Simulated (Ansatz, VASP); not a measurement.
BeS: VASP beside Ansatz

```
CELL_PARAMETERS angstrom
0.00000 2.42328 2.50235
2.50235 0.00000 2.50235
2.50235 2.42328 0.00000
ATOMIC_POSITIONS crystal
Be 0.00000 0.00000 0.00000
S 0.75000 0.75000 0.75000
```

Alike in both runs: task single point; functional PBEsol; k mesh 10 × 10 × 10; occupations gaussian, width 0.05 eV; no spin polarisation.

```csv
,VASP,Ansatz
version,VASP 6.6.1,Ansatz 0.2.0
potentials or method,"VASP PAW PBE potentials, release 64 (Be, S), cutoff 520 eV","scalar-relativistic, plane waves, PAW"
valence electrons in the cell,8,8
```

```tsv
	VASP	Ansatz	Ansatz less VASP
gap on the k mesh at the Fermi level (eV)	2.81	2.81	-0.003
least direct gap on the mesh (eV)	5.09	5.09	-0.002
pressure (GPa)	-5.8	-5.9	-0.14
traceless stress, the component that is largest in VASP (GPa)	1.84	1.85	+0.009
```

VASP's potentials were made for PBE, not for PBEsol. The functional is the same, so the differences come from potentials, cutoffs and numerics.
